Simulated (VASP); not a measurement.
# W (Im-3m) in VASP: settings compared, part 2 of 2

VASP 6.6.1. The steps go on from the part before.

## Step 4: Relaxation of cell and atoms, RPBE+D4

The input, INCAR:

```
SYSTEM = W
ALGO = Normal ; EDIFF = 1E-7
EDIFFG = -0.02 ; ENCUT = 600
GGA = RP ; IBRION = 2
ISIF = 3 ; ISMEAR = -1
IVDW = 13 ; LASPH = .TRUE.
LCHARG = .FALSE. ; LREAL = .FALSE.
LWAVE = .FALSE. ; NELM = 100
NSW = 80 ; PREC = Accurate
SIGMA = 0.05
```

The input, KPOINTS:

```
k-points
0
G
  12 12 12
  0 0 0
```

The input, POSCAR:

```
W
1.0
   -1.5823450000      1.5823450000      1.5823450000
    1.5823450000     -1.5823450000      1.5823450000
    1.5823450000      1.5823450000     -1.5823450000
W
1
Direct
    0.0000000000      0.0000000000      0.0000000000
```

Potentials or basis: VASP PAW PBE potentials, release 64 (W_sv).

Launch:

```console
cat potpaw_PBE.64/W_sv/POTCAR > POTCAR
mpirun -np 1 vasp_std > vasp.out
```

OUTCAR:

```text
SYSTEM = W
   EDIFF = 1E-7
   EDIFFG = -0.02
   ENCUT = 600
   GGA = RP
   IBRION = 2
   ISIF = 3
   ISMEAR = -1
   IVDW = 13
   LASPH = .TRUE.
   LREAL = .FALSE.
   NELM = 100
   NSW = 80
   PREC = Accurate

 ion  position               nearest neighbor table
   1  0.000  0.000  0.000-

  LATTYP: Found a body centered cubic cell.
 ALAT       =     3.1646900000

  Lattice vectors:

 A1 = (  -1.5823450000,   1.5823450000,   1.5823450000)
 A2 = (   1.5823450000,  -1.5823450000,   1.5823450000)
 A3 = (   1.5823450000,   1.5823450000,  -1.5823450000)

Analysis of symmetry for initial positions (statically):
=====================================================================
 Subroutine PRICEL returns:
 Original cell was already a primitive cell.

 Routine SETGRP: Setting up the symmetry group for a
 body centered cubic supercell.

 Subroutine GETGRP returns: Found 48 space group operations
[... 247 lines left out ...]
  ---------------------------------------------------
  free energy    TOTEN  =       -12.38460288 eV

  energy without entropy =      -12.37991859  energy(sigma->0) =      -12.38226074

 E-fermi :  11.5176     XC(G=0): -13.6207

 val. band max:       11.4855901976   @ k =  -0.2500   0.3333   0.1667
 cond. band min:      11.5388899892   @ k =  -0.1667   0.1667   0.0833
 fundamental gap:      0.0532997917
 Fermi energy:        11.5176188922

 k-point     1 :       0.0000    0.0000    0.0000
  band No.  band energies     occupation
      1     -62.5993      2.00000
      2     -26.1494      2.00000
      3     -26.1494      2.00000
      4     -26.1494      2.00000
      5       1.9401      2.00000
      6      10.3755      2.00000
      7      10.3755      2.00000
      8      10.3755      2.00000
      9      13.9026      0.00000
     10      13.9026      0.00000
     11      26.1074      0.00000
[... 309 lines left out ...]
 k-point    24 :       0.4167    0.0833    0.0833
  band No.  band energies     occupation
      1     -62.4597      2.00000
      2     -27.3706      2.00000
      3     -26.6344      2.00000
      4     -26.2449      2.00000
      5       5.9673      2.00000
      6       7.9739      2.00000
      7      11.3220      1.96078
      8      14.0477      0.00000
      9      14.8281      0.00000
     10      19.0793      0.00000
     11      21.6387      0.00000

 [... further k-points ...]

------------------------ aborting loop because EDIFF is reached ----------------------------------------

  DFT-D4 for vdW energy calculation

  Edisp (eV):   -1.22332
[... 24 lines left out ...]
  FREE ENERGIE OF THE ION-ELECTRON SYSTEM (eV)
  ---------------------------------------------------
  free  energy   TOTEN  =       -13.6079235593 eV

  energy  without entropy=      -13.6032392739  energy(sigma->0) =      -13.60558142

 reached required accuracy - stopping structural energy minimisation
```

CONTCAR:

```text
W
   1.00000000000000
    -1.5795542830180715    1.5795542830180715    1.5795542830180715
     1.5795542830180715   -1.5795542830180715    1.5795542830180715
     1.5795542830180715    1.5795542830180715   -1.5795542830180715
  W
     1
Direct
     0.0000000000000000    0.0000000000000000    0.0000000000000000

  0.00000000E+00  0.00000000E+00  0.00000000E+00
```

Run time: 46 s. Hardware: 1 thread of Intel Xeon 8259CL, shared host; peak memory 0.16 GiB.

Results:

```yaml
Free_energy: -13.6079 eV
Relaxed_volume: 15.76 Å³/atom
Relaxed_cell: a = 2.736 Å, b = 2.736 Å, c = 2.736 Å, α = 109.47°, β = 109.47°, γ = 109.47°
Space_group_after_relaxing_to_0.05_Å: Im-3m (No. 229)
Energy_gained_by_relaxing: 0.4 meV/atom
Ionic_steps: 3
Pressure_after_relaxing: 0.0 GPa
Band_gap_on_the_k_mesh: zero (band 7 reaches 16.81 eV, above the bottom of band 8 at 10.38 eV)
Dispersion_energy_per_atom: -1.223 eV
```

The path:
```
step  energy change (eV)  largest force (eV/Å)  pressure (GPa)  volume (Å³)
   1              0.0000                0.0000           -1.69        15.85
   2              0.0053                0.0000            6.24        15.47
   3             -0.0004                0.0000           -0.04        15.76
```

Final structure:
```
CELL_PARAMETERS angstrom
-1.57955 1.57955 1.57955
1.57955 -1.57955 1.57955
1.57955 1.57955 -1.57955
ATOMIC_POSITIONS crystal
W 0.00000 0.00000 0.00000
```

Caveat: the PAW data sets were made with another functional, which shifts forces and pressure a little; spin-orbit coupling is left out, which moves the levels of the heavy elements; pairwise dispersion overbinds metals, which lowers pressure and volume.

## Step 5: Single point, LDA, non-collinear spin, zero start, spin-orbit coupling

The input, INCAR:

```
SYSTEM = W
  PREC = Accurate
  ENCUT = 520
  EDIFF = 1E-7
  ISMEAR = -1
  SIGMA = 0.05
  LREAL = .FALSE.
  LASPH = .TRUE.
  NELM = 150
  ALGO = Normal
  ISIF = 2
  LWAVE = .FALSE.
  LCHARG = .FALSE.
  LNONCOLLINEAR = .TRUE.
  MAGMOM = 0 0 0
  LORBIT = 11
  LSORBIT = .TRUE.
  GGA_COMPAT = .FALSE.
  LORBMOM = .TRUE.
  LMAXMIX = 4
  NBANDS = 25
```

The input, KPOINTS:

```
regular mesh
0
G
  9 9 9
  0 0 0
```

POSCAR is that of step 4.

Potentials or basis: VASP PAW LDA potentials, release 64 (W_sv).

Launch:

```console
cat potpaw_LDA.64/W_sv/POTCAR > POTCAR
mpirun -np 1 vasp_ncl > vasp.out
```

Wall time 39 s (1 thread of Intel Xeon 8259CL, shared host); peak memory 0.16 GiB.

The run converged. Its results:

```
Free energy                                           : -14.9463 eV
Pressure                                              : -6.3 GPa
Net moment                                            : 0.00 μB per cell
Valence electrons inside the program's atomic spheres : W 12.14
```

Moments on the atoms (μB; x, y, z):
```
W   0.00 0.00 0.00
```

## Step 6: Single point, PBEsol-based screened hybrid

POSCAR is that of step 5.

The input, INCAR.step1:

```
ALGO = Normal
EDIFF = 1E-5
ENCUT = 400
GGA = PE
GGA_COMPAT = False
ISIF = 2
ISMEAR = -1
LASPH = True
LCHARG = False
LREAL = False
LWAVE = True
NBANDS = 13
NELM = 120
PREC = Accurate
SIGMA = 0.05
```

The input, INCAR.step2:

```
AEXX = 0.25
ALGO = Normal
EDIFF = 1E-6
ENCUT = 400
GGA = PS
GGA_COMPAT = False
HFSCREEN = 0.207
ISIF = 2
ISMEAR = -1
ISTART = 1
LASPH = True
LCHARG = False
LHFCALC = True
LREAL = False
LWAVE = False
NBANDS = 13
NELM = 120
PREC = Accurate
PRECFOCK = Normal
SIGMA = 0.05
```

The input, KPOINTS:

```
k-points
0
Gamma
  6 6 6
```

Potentials or basis: VASP PAW PBE potentials, release 64 (W_sv).

Launch:

```console
cat potpaw_PBE.64/W_sv/POTCAR > POTCAR
cp INCAR.step1 INCAR
mpirun -np 1 vasp_std > vasp.out
cp INCAR.step2 INCAR
mpirun -np 1 vasp_std > vasp.out
```

It took 7 min on 1 thread of Intel Xeon Platinum 8375C at 2.90GHz (Ice Lake), shared host; peak memory 0.22 GiB.

Results (log left out):

- Free energy: -15.6248 eV
- Pressure: -9.4 GPa
- Band gap on the k mesh: zero (band 7 reaches 17.07 eV, above the bottom of band 8 at 9.62 eV)

Levels at points of the mesh, in eV from the Fermi level:
```tsv
k point	band 5	band 6	band 7	band 8	band 9	band 10
(0.00, 0.00, 0.00)	-11.11	-1.75	-1.75	-1.75	2.81	2.81
(0.50, 0.00, 0.00)	-7.36	-4.39	0.20	2.67	3.73	6.73
(0.50, 0.50, 0.50)	-6.76	-6.76	5.70	5.70	5.70	8.75
```

Caveat: the k points lie up to 0.47 Å⁻¹ apart; the PAW data sets were made with another functional, which shifts forces and pressure a little; spin-orbit coupling is left out, which moves the levels of the heavy elements.

## Step 7: Summary

```csv
task,level,potentials or basis,spin,cell,k mesh,cutoff (eV),smearing,grid for exact exchange (PRECFOCK),share of exact exchange,screening parameter,gap on the mesh (eV),pressure (GPa)
single point,PBE,"VASP PAW PBE potentials, release 64 (W_sv)",off,"a = 2.741 Å, angles 109.5°, 1 atom",12 × 12 × 12,520,gaussian 0.026 eV,-,-,-,none,6.7
single point,RPBE+D4,"VASP PAW PBE potentials, release 64 (W_sv)",off,"a = 2.734 Å, angles 109.5°, 1 atom",12 × 12 × 12,520,fermi-dirac 0.05 eV,-,-,-,none,0.5
relaxation of cell and atoms,RPBE+D4,"VASP PAW PBE potentials, release 64 (W_sv)",off,"relaxed from a = 2.741 Å, angles 109.5°, 1 atom",12 × 12 × 12,600,fermi-dirac 0.05 eV,-,-,-,none,0.0
single point,LDA,"VASP PAW LDA potentials, release 64 (W_sv)","non-collinear, zero start, SOC","a = 2.741 Å, angles 109.5°, 1 atom",9 × 9 × 9,520,fermi-dirac 0.05 eV,-,-,-,-,-6.3
single point,PBEsol-based screened hybrid,"VASP PAW PBE potentials, release 64 (W_sv)",off,"a = 2.741 Å, angles 109.5°, 1 atom",6 × 6 × 6,400,fermi-dirac 0.05 eV,Normal,0.25,0.207 1/Å,none,-9.4
```

Caveats: some runs use coarse meshes; spin-orbit coupling is left out, which moves the levels of the heavy elements (some runs); the PAW data sets were made with another functional, which shifts forces and pressure a little (some runs); pairwise dispersion overbinds metals, which lowers pressure and volume (some runs).

Absolute energies hang on the potentials; compare differences alone.
